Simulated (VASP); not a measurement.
# SiC (P6_3mc) in VASP: single point with PBE

Aim: the single point of SiC with PBE.

Everything below comes from runs of VASP 6.6.1. Logs are shortened: lines on timing, memory, paths and dates and some standing lists are left out, and cuts for length are marked.

### 1 The cell of the first run

It takes space group P6_3mc (No. 186, hexagonal). The conventional cell has a = 3.094 Å, b = 3.094 Å, c = 10.129 Å, α = 90.00°, β = 90.00°, γ = 120.00°. Within 2.5 Å of Si (site symmetry 3m) lie 4 C at 1.90 Å. Within 2.5 Å of Si (site symmetry 3m) lie 4 C at 1.89 to 1.90 Å. Within 2.5 Å of C (site symmetry 3m) lie 4 Si at 1.89 to 1.90 Å. C (site symmetry 3m) has 4 Si at 1.90 Å within 2.5 Å.

### 2 Single point, PBE

The input, INCAR:

```
SYSTEM = SiC
PREC     = Accurate       ! precision mode
ENCUT    = 520            ! plane-wave cutoff, eV
EDIFF    = 1E-7           ! SCF threshold, eV
ISMEAR   = 0              ! smearing method
SIGMA    = 0.01           ! smearing width, eV
LREAL    = Auto         
LASPH    = .TRUE.         ! aspherical terms in the spheres
NELM     = 100            ! most SCF steps
ALGO     = Normal         ! electronic algorithm
ISIF     = 2              ! what is computed and relaxed
LWAVE    = .FALSE.        ! write WAVECAR
LCHARG   = .TRUE.         ! write CHGCAR
GGA      = PE             ! functional
LELF     = .TRUE.         ! ELF
LVHAR    = .TRUE.       
NBANDS   = 86             ! bands
```

The input, KPOINTS:

```
Automatic mesh
0
G
  2 2 2
  0 0 0
```

The input, POSCAR:

```
SiC
1.0
    3.0941201777     -5.3591733641      0.0000000000
   -6.1882403654      0.0000000058      0.0000000000
    0.0000000000      0.0000000000    -10.1293391947
Si C
16 16
Direct
    0.3333333333      0.1666666667      0.0621558118
    0.8333333333      0.1666666667      0.0621558118
    0.3333333333      0.6666666667      0.0621558118
    0.8333333333      0.6666666667      0.0621558118
    0.1666666667      0.3333333333      0.5621558118
    0.6666666667      0.3333333333      0.5621558118
    0.1666666667      0.8333333333      0.5621558118
    0.6666666667      0.8333333333      0.5621558118
    0.5000000000      0.5000000000      0.3121004438
    1.0000000000      0.5000000000      0.3121004438
    0.5000000000      1.0000000000      0.3121004438
    1.0000000000      1.0000000000      0.3121004438
    0.0000000000      0.0000000000      0.8121004438
    0.5000000000      0.0000000000      0.8121004438
    0.0000000000      0.5000000000      0.8121004438
    0.5000000000      0.5000000000      0.8121004438
    0.3333333333      0.1666666667      0.2501925541
    0.8333333333      0.1666666667      0.2501925541
    0.3333333333      0.6666666667      0.2501925541
    0.8333333333      0.6666666667      0.2501925541
    0.1666666667      0.3333333333      0.7501925541
    0.6666666667      0.3333333333      0.7501925541
    0.1666666667      0.8333333333      0.7501925541
    0.6666666667      0.8333333333      0.7501925541
    0.0000000000      0.0000000000      0.4995521903
    0.5000000000      0.0000000000      0.4995521903
    0.0000000000      0.5000000000      0.4995521903
    0.5000000000      0.5000000000      0.4995521903
    0.5000000000      0.0000000000      0.9995521903
    1.0000000000      0.0000000000      0.9995521903
    0.5000000000      0.5000000000      0.9995521903
    1.0000000000      0.5000000000      0.9995521903
```

Potentials or basis: VASP PAW PBE potentials, release 64 (Si, C).

Command:

```sh
cat potpaw_PBE.64/Si/POTCAR potpaw_PBE.64/C/POTCAR > POTCAR
mpirun -np 1 vasp_std > vasp.out
```

OUTCAR:

```text
SYSTEM = SiC
   PREC = Accurate
   ENCUT = 520
   EDIFF = 1E-7
   ISMEAR = 0
   LREAL = Auto
   LASPH = .TRUE.
   NELM = 100
   ISIF = 2
   GGA = PE

 ion  position               nearest neighbor table
   1  0.333  0.167  0.062-  31 1.90  30 1.90  29 1.90  17 1.90   3 3.09   3 3.09   4 3.09   4 3.09
                             2 3.09   2 3.09   9 3.10  12 3.10  11 3.10  16 3.10  13 3.10  14 3.10
   2  0.833  0.167  0.062-  32 1.90  29 1.90  30 1.90  18 1.90   4 3.09   4 3.09   3 3.09   3 3.09
                             1 3.09   1 3.09  10 3.10  11 3.10  12 3.10  15 3.10  14 3.10  13 3.10
   3  0.333  0.667  0.062-  29 1.90  32 1.90  31 1.90  19 1.90   1 3.09   1 3.09   2 3.09   2 3.09
                             4 3.09   4 3.09  11 3.10  10 3.10   9 3.10  14 3.10  15 3.10  16 3.10
   4  0.833  0.667  0.062-  30 1.90  31 1.90  32 1.90  20 1.90   2 3.09   2 3.09   1 3.09   1 3.09
                             3 3.09   3 3.09  12 3.10   9 3.10  10 3.10  13 3.10  16 3.10  15 3.10
   5  0.167  0.333  0.562-  25 1.90  28 1.90  27 1.90  21 1.90   7 3.09   7 3.09   8 3.09   8 3.09
                             6 3.09   6 3.09  13 3.10  16 3.10  15 3.10  12 3.10   9 3.10  10 3.10
   6  0.667  0.333  0.562-  26 1.90  27 1.90  28 1.90  22 1.90   8 3.09   8 3.09   7 3.09   7 3.09
                             5 3.09   5 3.09  14 3.10  15 3.10  16 3.10  11 3.10  10 3.10   9 3.10
   7  0.167  0.833  0.562-  27 1.90  26 1.90  25 1.90  23 1.90   5 3.09   5 3.09   6 3.09   6 3.09
                             8 3.09   8 3.09  15 3.10  14 3.10  13 3.10  10 3.10  11 3.10  12 3.10
   8  0.667  0.833  0.562-  28 1.90  25 1.90  26 1.90  24 1.90   6 3.09   6 3.09   5 3.09   5 3.09
                             7 3.09   7 3.09  16 3.10  13 3.10  14 3.10   9 3.10  12 3.10  11 3.10
   9  0.500  0.500  0.312-  17 1.89  20 1.89  19 1.89  28 1.90  11 3.09  11 3.09  12 3.09  12 3.09
[... 38 lines left out ...]
 A1 = (   3.0941201777,  -5.3591733641,   0.0000000000)
 A2 = (  -6.1882403654,   0.0000000058,   0.0000000000)
 A3 = (   0.0000000000,   0.0000000000, -10.1293391947)

Analysis of symmetry for initial positions (statically):
=====================================================================
 Subroutine PRICEL returns following result:

  LATTYP: Found a hexagonal cell.
 ALAT       =     3.0941201827
 C/A-ratio  =     3.2737381215

  Lattice vectors:

 A1 = (   1.5470600888,  -2.6795866821,   0.0000000000)
 A2 = (  -3.0941201827,   0.0000000029,   0.0000000000)
 A3 = (   0.0000000000,   0.0000000000, -10.1293391947)

   4 primitive cells build up your supercell.

 Routine SETGRP: Setting up the symmetry group for a
 hexagonal supercell.

 Subroutine GETGRP returns: Found 12 space group operations
 (whereof  6 operations were pure point group operations)
 out of a pool of 24 trial point group operations.

The static configuration has the point symmetry C_3v.
 The point group associated with its full space group is C_6v.

Analysis of symmetry for dynamics (positions and initial velocities):
=====================================================================
 Subroutine PRICEL returns following result:
[... 129 lines left out ...]
   IALGO  =     38    algorithm
   IMIX   =      4    mixing-type and parameters
     AMIX     =   0.40;   BMIX     =  1.00
     AMIX_MAG =   1.60;   BMIX_MAG =  1.00
  volume/ion in A,a.u.               =      10.50        70.84
  Fermi-wavevector in a.u.,A,eV,Ry     =   1.186851  2.242823 19.165368  1.408615
  Thomas-Fermi vector in A             =   2.323015
   LORBIT       =      0    0 simple, 1 ext, 2 COOP (PROOUT), +10 PAW based schemes
   GGA     = PE    functional components
   LHFCALC =     F    Hartree Fock is set to
   AEXX    =    0.0000 exact exchange contribution
   IVDW    =     0    specifies the selected vdW correction
   LEPSILON=     F    determine dielectric tensor
   LRPA    =     F    only Hartree local field effects (RPA)
 non-spin polarized calculation
 Gauss-broadening in eV      SIGMA  =   0.01
  energy-cutoff  :      520.00
  volume of cell :      335.93
 maximum number of plane-waves:      9074
 NGX is ok and might be reduce to    48
   NGX = 23   NGY = 23   NGZ = 37

 number of electron     128.0000004 magnetization

 Free energy of the ion-electron system (eV)
  ---------------------------------------------------
  ext. energy  EPLUGINS =         0.00000000
  ---------------------------------------------------
  free energy    TOTEN  =      -239.98432493 eV

  energy without entropy =     -239.98432493  energy(sigma->0) =     -239.98432493

 E-fermi :   8.1090     XC(G=0): -11.2815

 val. band max:        8.0420222812   @ k =   0.0000   0.0000   0.0000
 cond. band min:      10.2425442867   @ k =   0.0000   0.0000   0.0000
 fundamental gap:      2.2005220055
 Fermi energy:         8.1089717427

 k-point     1 :       0.0000    0.0000    0.0000
  band No.  band energies     occupation
      1      -7.3381      2.00000
      2      -6.1750      2.00000
      3      -6.1372      2.00000
      4      -3.9660      2.00000
      5      -3.9660      2.00000
      6      -3.9660      2.00000
[... 305 lines left out ...]
     75      13.5112      0.00000
     76      13.5112      0.00000
 [bands above 76 left out]

------------------------ aborting loop because EDIFF is reached ----------------------------------------

  FORCE on cell =-STRESS in cart. coord.  units (eV):
  Direction    XX          YY          ZZ          XY          YZ          ZX
  --------------------------------------------------------------------------------------
  -------------------------------------------------------------------------------------
  Total        1.1446335      1.1446335     -1.5803643     -0.0000000      0.0000000     -0.0000000
  in kB        5.4592241      5.4592241     -7.5374025     -0.0000000      0.0000000     -0.0000000
  external PRESSURE =       1.1270153 kB  Pullay stress =       0.0000000 kB

 VOLUME and BASIS-vectors are now :
 -----------------------------------------------------------------------------
  energy-cutoff  :      520.00
  volume of cell :      335.93
      direct lattice vectors                 reciprocal lattice vectors
     3.094120178 -5.359173364  0.000000000    -0.000000000 -0.186595942  0.000000000
    -6.188240365  0.000000006  0.000000000    -0.161596826 -0.093297971  0.000000000
     0.000000000  0.000000000-10.129339195     0.000000000  0.000000000 -0.098723123

 POSITION                                       TOTAL-FORCE (eV/Angst)
 -----------------------------------------------------------------------------------
     -0.00000     -1.78639     -0.62960         0.000000     -0.000000      0.037519
      1.54706     -4.46598     -0.62960         0.000000     -0.000000      0.037519
     -3.09412     -1.78639     -0.62960         0.000000     -0.000000      0.037519
     -1.54706     -4.46598     -0.62960         0.000000     -0.000000      0.037519
     -1.54706     -0.89320     -5.69427        -0.000000      0.000000      0.037519
     -0.00000     -3.57278     -5.69427        -0.000000      0.000000      0.037519
[... 24 lines left out ...]
     -1.54706     -2.67959    -10.12480        -0.000000     -0.000000     -0.034685
     -3.09412      0.00000    -10.12480         0.000000     -0.000000     -0.034685
 -----------------------------------------------------------------------------------
    total drift:                                0.000000      0.000000      0.029381

  FREE ENERGIE OF THE ION-ELECTRON SYSTEM (eV)
  ---------------------------------------------------
  free  energy   TOTEN  =      -239.9843249262 eV

  energy  without entropy=     -239.9843249262  energy(sigma->0) =     -239.98432493
```

OSZICAR:

```text
N       E                     dE             d eps       ncg     rms          rms(c)
DAV:   1     0.378811233469E+03    0.37881E+03   -0.58454E+04   688   0.135E+03
DAV:   2    -0.229838075227E+03   -0.60865E+03   -0.57601E+03   864   0.229E+02
DAV:   3    -0.268760874658E+03   -0.38923E+02   -0.38558E+02   840   0.564E+01
DAV:   4    -0.269584557267E+03   -0.82368E+00   -0.81992E+00   824   0.900E+00
DAV:   5    -0.269608707463E+03   -0.24150E-01   -0.24104E-01   808   0.147E+00    0.348E+01
DAV:   6    -0.240810018226E+03    0.28799E+02   -0.96303E+01   778   0.232E+01    0.153E+01
DAV:   7    -0.240102527908E+03    0.70749E+00   -0.78436E+00   872   0.702E+00    0.679E+00
DAV:   8    -0.239988634074E+03    0.11389E+00   -0.49128E-01   756   0.194E+00    0.186E+00
DAV:   9    -0.239981782175E+03    0.68519E-02   -0.66815E-02   808   0.777E-01    0.293E-01
DAV:  10    -0.239983988286E+03   -0.22061E-02   -0.62812E-03   818   0.223E-01    0.144E-01
DAV:  11    -0.239984311621E+03   -0.32333E-03   -0.87257E-04   768   0.102E-01    0.342E-02
DAV:  12    -0.239984320073E+03   -0.84522E-05   -0.39005E-05   816   0.189E-02    0.121E-02
DAV:  13    -0.239984324607E+03   -0.45346E-05   -0.32476E-06   848   0.565E-03    0.550E-03
DAV:  14    -0.239984324959E+03   -0.35186E-06   -0.93951E-08   520   0.108E-03    0.227E-03
DAV:  15    -0.239984324926E+03    0.33149E-07   -0.54735E-08   472   0.819E-04
   1 F= -.23998432E+03 E0= -.23998432E+03  d E =-.482128E-22
```

stdout:

```text
POSCAR found type information on POSCAR SiC
 POSCAR found :  2 types and      32 ions
 scaLAPACK will be used
 LDA part: xc-table for (Slater+PW92), standard interpolation
 POSCAR, INCAR and KPOINTS ok, starting setup
 FFT: planning ... GRIDC
 FFT: planning ... GRID_SOFT
 FFT: planning ... GRID
 WAVECAR not read
 entering main loop
```

Wall time 4.4 min (1 thread of AMD EPYC 7R13 (Zen 3), shared host); peak memory 0.4 GiB.

What came out:

| Item | Value |
| --- | --- |
| Free energy | -239.9843 eV |
| Pressure | 0.1 GPa |
| Largest force | 0.038 eV/Å |
| Band gap on the k mesh | 2.20 eV |

Forces on the atoms (eV/Å):
```
Si   0.000  0.000  0.038
Si   0.000  0.000  0.038
Si   0.000  0.000  0.038
Si   0.000  0.000  0.038
Si   0.000  0.000  0.038
Si   0.000  0.000  0.038
Si   0.000  0.000  0.038
Si   0.000  0.000  0.038
Si   0.000  0.000  0.035
Si   0.000  0.000  0.035
Si   0.000  0.000  0.035
Si   0.000  0.000  0.035
Si   0.000  0.000  0.035
Si   0.000  0.000  0.035
Si   0.000  0.000  0.035
Si   0.000  0.000  0.035
C    0.000  0.000 -0.038
C    0.000  0.000 -0.038
C    0.000  0.000 -0.038
C    0.000  0.000 -0.038
C    0.000  0.000 -0.038
C    0.000  0.000 -0.038
C    0.000  0.000 -0.038
C    0.000  0.000 -0.038
C    0.000  0.000 -0.035
C    0.000  0.000 -0.035
C    0.000  0.000 -0.035
C    0.000  0.000 -0.035
C    0.000  0.000 -0.035
C    0.000  0.000 -0.035
C    0.000  0.000 -0.035
C    0.000  0.000 -0.035
```

Caveat: the k points lie up to 0.59 Å⁻¹ apart. A k mesh can miss the band edges.
